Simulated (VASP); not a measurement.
# GaP (F-43m) in VASP: notebook, part 2 of 2

VASP 6.6.1.

## (4) Single point, r2SCAN

POSCAR reads:

```
GaP
1.0
    0.0000000000      2.7252500000      2.7252500000
    2.7252500000      0.0000000000      2.7252500000
    2.7252500000      2.7252500000      0.0000000000
Ga P
1 1
Direct
    0.0000000000      0.0000000000      0.0000000000
    0.7500000000      0.7500000000      0.7500000000
```

INCAR.step1 reads:

```
SYSTEM = GaP
  PREC = Accurate
  ENCUT = 550
  ISMEAR = 0
  SIGMA = 0.01
  LREAL = .False.
  LASPH = .True.
  NELM = 120
  NBANDS = 16
  GGA = PE
  ALGO = Normal
  EDIFF = 1E-5
  LWAVE = .True.
  LCHARG = .False.
  GGA_COMPAT = .False.
```

INCAR.step2 reads:

```
SYSTEM = GaP
  PREC = Accurate
  ENCUT = 550
  EDIFF = 1E-6
  ISMEAR = 0
  SIGMA = 0.01
  LREAL = .False.
  LASPH = .True.
  NELM = 120
  ALGO = Normal
  ISIF = 2
  LWAVE = .False.
  LCHARG = .False.
  METAGGA = R2SCAN
  LMIXTAU = .True.
  NBANDS = 16
  ISTART = 1
  GGA_COMPAT = .False.
```

KPOINTS reads:

```
regular mesh
0
Gamma
  5 5 5
  0 0 0
```

Potentials or basis: VASP PAW PBE potentials, release 64 (Ga_d, P).

Run with:

```
cat potpaw_PBE.64/Ga_d/POTCAR potpaw_PBE.64/P/POTCAR > POTCAR
cp INCAR.step1 INCAR
mpirun -np 1 vasp_std > vasp.out
cp INCAR.step2 INCAR
mpirun -np 1 vasp_std > vasp.out
```

OUTCAR:

```text
SYSTEM = GaP
   PREC = Accurate
   ENCUT = 550
   EDIFF = 1E-6
   ISMEAR = 0
   LREAL = .False.
   LASPH = .True.
   NELM = 120
   ISIF = 2
   METAGGA = R2SCAN
   ISTART = 1

 ion  position               nearest neighbor table
   1  0.000  0.000  0.000-   2 2.36   2 2.36   2 2.36   2 2.36
   2  0.750  0.750  0.750-   1 2.36   1 2.36   1 2.36   1 2.36

  LATTYP: Found a face centered cubic cell.
 ALAT       =     5.4505000000

  Lattice vectors:

 A1 = (   0.0000000000,   2.7252500000,   2.7252500000)
 A2 = (   2.7252500000,   0.0000000000,   2.7252500000)
 A3 = (   2.7252500000,   2.7252500000,   0.0000000000)

Analysis of symmetry for initial positions (statically):
=====================================================================
 Subroutine PRICEL returns:
 Original cell was already a primitive cell.

 Routine SETGRP: Setting up the symmetry group for a
 face centered cubic supercell.

 Subroutine GETGRP returns: Found 24 space group operations
 (whereof 24 operations were pure point group operations)
 out of a pool of 48 trial point group operations.

The static configuration has the point symmetry T_d .

Analysis of symmetry for dynamics (positions and initial velocities):
=====================================================================
 Subroutine PRICEL returns:
 Original cell was already a primitive cell.

 Routine SETGRP: Setting up the symmetry group for a
 face centered cubic supercell.

 Subroutine GETGRP returns: Found 24 space group operations
 (whereof 24 operations were pure point group operations)
 out of a pool of 48 trial point group operations.

The dynamic configuration has the point symmetry T_d .

 Subroutine INISYM returns: Found 24 space group operations
 (whereof 24 operations are pure point group operations),
 and found     1 'primitive' translations

----------------------------------------------------------------------------------------

                                     Primitive cell

  volume of cell :      40.4808

  direct lattice vectors                    reciprocal lattice vectors
     0.000000000  2.725250000  2.725250000    -0.183469406  0.183469406  0.183469406
     2.725250000  0.000000000  2.725250000     0.183469406 -0.183469406  0.183469406
     2.725250000  2.725250000  0.000000000     0.183469406  0.183469406 -0.183469406

  length of vectors
     3.854085511  3.854085511  3.854085511     0.317778334  0.317778334  0.317778334

  position of ions in fractional coordinates (direct lattice)
     0.000000000  0.000000000  0.000000000
     0.750000000  0.750000000  0.750000000

  ion indices of the primitive-cell ions
   primitive index   ion index
                 1           1
                 2           2

----------------------------------------------------------------------------------------

 KPOINTS: regular mesh

Automatic generation of k-mesh.
 Grid dimensions read from file:
 generate k-points for:    5    5    5

 Generating k-lattice:

  Cartesian coordinates                     Fractional coordinates (reciprocal lattice)
    -0.036693881  0.036693881  0.036693881     0.200000000  0.000000000  0.000000000
     0.036693881 -0.036693881  0.036693881     0.000000000  0.200000000  0.000000000
     0.036693881  0.036693881 -0.036693881     0.000000000  0.000000000  0.200000000

  Length of vectors
     0.063555667  0.063555667  0.063555667

  Shift w.r.t. Gamma in fractional coordinates (k-lattice)
     0.000000000  0.000000000  0.000000000

 Subroutine IBZKPT returns following result:
 ===========================================

 Found     10 irreducible k-points:

 Following reciprocal coordinates:
            Coordinates               Weight
  0.000000  0.000000  0.000000      1.000000
  0.200000  0.000000  0.000000      8.000000
  0.400000  0.000000  0.000000      8.000000
  0.200000  0.200000  0.000000      6.000000
  0.400000  0.200000  0.000000     24.000000
 -0.400000  0.200000  0.000000     24.000000
 -0.200000  0.200000  0.000000     12.000000
  0.400000  0.400000  0.000000      6.000000
 -0.400000  0.400000  0.000000     12.000000
 -0.400000  0.400000  0.200000     24.000000
   k-points           NKPTS =     10   k-points in BZ     NKDIM =     10   number of bands    NBANDS=     16
   number of dos      NEDOS =    301   number of ions     NIONS =      2
   total plane-waves  NPLWV =  27000
   dimension x,y,z NGX =    30 NGY =   30 NGZ =   30
   dimension x,y,z NGXF=    60 NGYF=   60 NGZF=   60
   ions per type =               1   1
   NGX,Y,Z   is equivalent  to a cutoff of  12.94, 12.94, 12.94 a.u.
   NGXF,Y,Z  is equivalent  to a cutoff of  25.88, 25.88, 25.88 a.u.
 SYSTEM =  GaP
   PREC   = accura    normal or accurate (medium, high low for compatibility)
   ISTART =      1    job   : 0-new  1-cont  2-samecut
   ICHARG =      0    charge: 1-file 2-atom 10-const
   ISPIN  =      1    spin polarized calculation?
   LNONCOLLINEAR =      F non collinear calculations
   LSORBIT =      F    spin-orbit coupling
   LASPH  =      T    aspherical Exc in radial PAW
   ENCUT  =  550.0 eV  40.42 Ry    6.36 a.u.   7.37  7.37  7.37*2*pi/ulx,y,z
   NELM   =    120;   NELMIN=  2; NELMDL=  0     # of ELM steps
   EDIFF  = 0.1E-05   stopping-criterion for ELM
   LREAL  =      F    real-space projection
   EDIFFG = 0.1E-04   stopping-criterion for IOM
   NSW    =      0    number of steps for IOM
   IBRION =     -1    ionic relax: 0-MD 1-quasi-New 2-CG
   NFREE  =      0    steps in history (QN), initial steepest desc. (CG)
   ISIF   =      2    stress and relaxation
   ISYM   =      2    0-nonsym 1-usesym 2-fastsym
   POTIM  = 0.5000    time-step for ionic-motion
   TEBEG  =    0.0;   TEEND  =   0.0 temperature during run
   PSTRESS=    0.0 pullay stress
   NELECT =      18.0000    total number of electrons
   NUPDOWN=      -1.0000    fix difference up-down
   EMIN   =  10.00;   EMAX   =-10.00  energy-range for DOS
   EFERMI =   0.00;   METHOD = LEGACY
   ISMEAR =     0;   SIGMA  =   0.01  broadening in eV -4-tet -1-fermi 0-gaus
   EFERMI_NEDOS =   21; number of points for ismear=-14 and -15
   IALGO  =     38    algorithm
   IMIX   =      4    mixing-type and parameters
     AMIX     =   0.40;   BMIX     =  1.00
     AMIX_MAG =   1.60;   BMIX_MAG =  1.00
  volume/ion in A,a.u.               =      20.24       136.59
  Fermi-wavevector in a.u.,A,eV,Ry     =   1.249538  2.361284 21.243377  1.561344
  Thomas-Fermi vector in A             =   2.383574
   LORBIT       =      0    0 simple, 1 ext, 2 COOP (PROOUT), +10 PAW based schemes
   METAGGA = R2SCAN    functional components
   LHFCALC =     F    Hartree Fock is set to
   AEXX    =    0.0000 exact exchange contribution
   IVDW    =     0    specifies the selected vdW correction
   LEPSILON=     F    determine dielectric tensor
   LRPA    =     F    only Hartree local field effects (RPA)
 non-spin polarized calculation
 Gauss-broadening in eV      SIGMA  =   0.01
  energy-cutoff  :      550.00
  volume of cell :       40.48
 maximum number of plane-waves:      1243
 NGX is ok and might be reduce to    30
   NGX = 15   NGY = 15   NGZ = 15

 number of electron      17.9999989 magnetization

 Free energy of the ion-electron system (eV)
  ---------------------------------------------------
  ext. energy  EPLUGINS =         0.00000000
  ---------------------------------------------------
  free energy    TOTEN  =       -21.42371655 eV

  energy without entropy =      -21.42371655  energy(sigma->0) =      -21.42371655

 E-fermi :   4.5272     XC(G=0): -10.5428

 val. band max:        4.4767211616   @ k =   0.0000   0.0000   0.0000
 cond. band min:       6.3309723927   @ k =   0.4000   0.4000   0.0000
 fundamental gap:      1.8542512311
 Fermi energy:         4.5272015811

 k-point     1 :       0.0000    0.0000    0.0000
  band No.  band energies     occupation
      1     -10.5293      2.00000
      2     -10.5293      2.00000
      3     -10.5293      2.00000
      4     -10.4159      2.00000
      5     -10.4159      2.00000
      6      -8.5457      2.00000
[... 8 lines left out ...]
     15      14.7416      0.00000
     16      14.7416      0.00000
[... 153 lines left out ...]
 k-point    10 :      -0.4000    0.4000    0.2000
  band No.  band energies     occupation
      1     -10.6363      2.00000
      2     -10.4879      2.00000
      3     -10.4702      2.00000
      4     -10.4320      2.00000
      5     -10.4051      2.00000
      6      -5.7444      2.00000
[... 8 lines left out ...]
     15      16.7428      0.00000
     16      19.5631      0.00000

------------------------ aborting loop because EDIFF is reached ----------------------------------------

  FORCE on cell =-STRESS in cart. coord.  units (eV):
  Direction    XX          YY          ZZ          XY          YZ          ZX
  --------------------------------------------------------------------------------------
  -------------------------------------------------------------------------------------
  Total        0.0295819      0.0295819      0.0295819      0.0000000      0.0000000      0.0000000
  in kB        1.1708119      1.1708119      1.1708119      0.0000000      0.0000000      0.0000000
  external PRESSURE =       1.1708119 kB  Pullay stress =       0.0000000 kB

 VOLUME and BASIS-vectors are now :
 -----------------------------------------------------------------------------
  energy-cutoff  :      550.00
  volume of cell :       40.48
      direct lattice vectors                 reciprocal lattice vectors
     0.000000000  2.725250000  2.725250000    -0.183469406  0.183469406  0.183469406
     2.725250000  0.000000000  2.725250000     0.183469406 -0.183469406  0.183469406
     2.725250000  2.725250000  0.000000000     0.183469406  0.183469406 -0.183469406

 POSITION                                       TOTAL-FORCE (eV/Angst)
 -----------------------------------------------------------------------------------
      0.00000      0.00000      0.00000        -0.000000     -0.000000     -0.000000
      4.08788      4.08788      4.08788         0.000000      0.000000      0.000000
 -----------------------------------------------------------------------------------
    total drift:                                0.000002      0.000002      0.000002

  FREE ENERGIE OF THE ION-ELECTRON SYSTEM (eV)
  ---------------------------------------------------
  free  energy   TOTEN  =       -21.4237165543 eV

  energy  without entropy=      -21.4237165543  energy(sigma->0) =      -21.42371655
```

Run time: 37 s. Hardware: 1 thread of Intel Xeon 8259CL, shared host; peak memory 0.17 GiB.

What came out:

```yaml
Free_energy: -21.4237 eV
Pressure: 0.1 GPa
Band_gap_on_the_k_mesh: 1.85 eV (least direct gap 2.34 eV)
```

Caveat: the PAW data sets were made with another functional, which shifts forces and pressure a little; an odd mesh through Γ misses points on the zone boundary, where band edges can lie.

## (5) Single point, r2SCAN

POSCAR is that of step 4.

INCAR.step1 reads:

```
  PREC = Accurate
  ENCUT = 550
  ISMEAR = 0
  SIGMA = 0.01
  LREAL = F
  LASPH = T
  NELM = 120
  NBANDS = 16
  GGA = PE
  ALGO = Normal
  EDIFF = 1E-5
  LWAVE = T
  LCHARG = F
  GGA_COMPAT = F
```

INCAR.step2 reads:

```
  PREC = Accurate
  ENCUT = 550
  EDIFF = 1E-6
  ISMEAR = 0
  SIGMA = 0.01
  LREAL = F
  LASPH = T
  NELM = 120
  ALGO = Normal
  ISIF = 2
  LWAVE = F
  LCHARG = T
  METAGGA = R2SCAN
  LMIXTAU = T
  LELF = T
  LVHAR = T
  NBANDS = 16
  ISTART = 1
  GGA_COMPAT = F
```

KPOINTS reads:

```
regular mesh
0
Gamma
  6 6 6
```

Run with:

```
cat potpaw_PBE.64/Ga_d/POTCAR potpaw_PBE.64/P/POTCAR > POTCAR
cp INCAR.step1 INCAR
mpirun -np 1 vasp_std > vasp.out
cp INCAR.step2 INCAR
mpirun -np 1 vasp_std > vasp.out
```

It took 58 s on 1 thread of Intel Xeon 8259CL, shared host; peak memory 0.17 GiB.

It converged, with:

| Item | Value |
| --- | --- |
| Free energy | -21.4509 eV |
| Pressure | 0.0 GPa |
| Band gap on the k mesh | 1.91 eV (least direct gap 2.34 eV) |

Levels at points of the mesh, in eV from the valence-band top:
```
           k point  band 5  band 6  band 7  band 8  band 9  band 10  band 11  band 12  band 13  band 14
(0.00, 0.00, 0.00)  -14.88  -13.02    0.00    0.00    0.00     2.34     4.19     4.19     4.19     9.46
(0.50, 0.00, 0.00)  -14.87  -10.86   -6.85   -1.17   -1.17     2.04     5.05     5.05     8.83    11.64
(0.50, 0.50, 0.00)  -14.86   -9.92   -6.96   -2.80   -2.80     1.91     2.10    11.35    11.35    12.01
```

Caveat: the PAW data sets were made with another functional, which shifts forces and pressure a little.

## (6) Summary

```tsv
k mesh	gap on the mesh (eV)	pressure (GPa)
3 × 3 × 3	1.95	1.6
4 × 4 × 4	1.88	0.4
5 × 5 × 5	1.85	0.1
6 × 6 × 6	1.91	0.0
```

Alike in all rows: task single point; level r2SCAN; potentials or basis VASP PAW PBE potentials, release 64 (Ga_d, P); no spin polarisation; cell as given; cutoff (eV) 550; smearing gaussian 0.01 eV.

Caveats: some runs use coarse meshes; the PAW data sets were made with another functional, which shifts forces and pressure a little; an odd mesh through Γ misses points on the zone boundary, where band edges can lie (at least some runs).

Absolute energies hang on the potentials; compare differences alone.

## (7) Against experiment

Step 4. Against the measured gap of GaP, 2.34 eV (indirect; 10 K; quoted in “Stacking defects in GaP nanowires: Electronic structure and optical properties”, 2018, arxiv:1810.01194), the calculated 1.85 eV is off by -0.49 eV. Spin-orbit coupling on Ga is left out. The value is that of r2SCAN on a finite k mesh, which can miss the band edges, without temperature or zero-point motion.

Step 5. Measured gap of GaP: 2.34 eV (indirect; 10 K; quoted in “Stacking defects in GaP nanowires: Electronic structure and optical properties”, 2018, arxiv:1810.01194). This calculation gives 1.91 eV (-0.43 eV). Spin-orbit coupling on Ga is left out. The value is that of r2SCAN on a finite k mesh, which can miss the band edges, without temperature or zero-point motion.
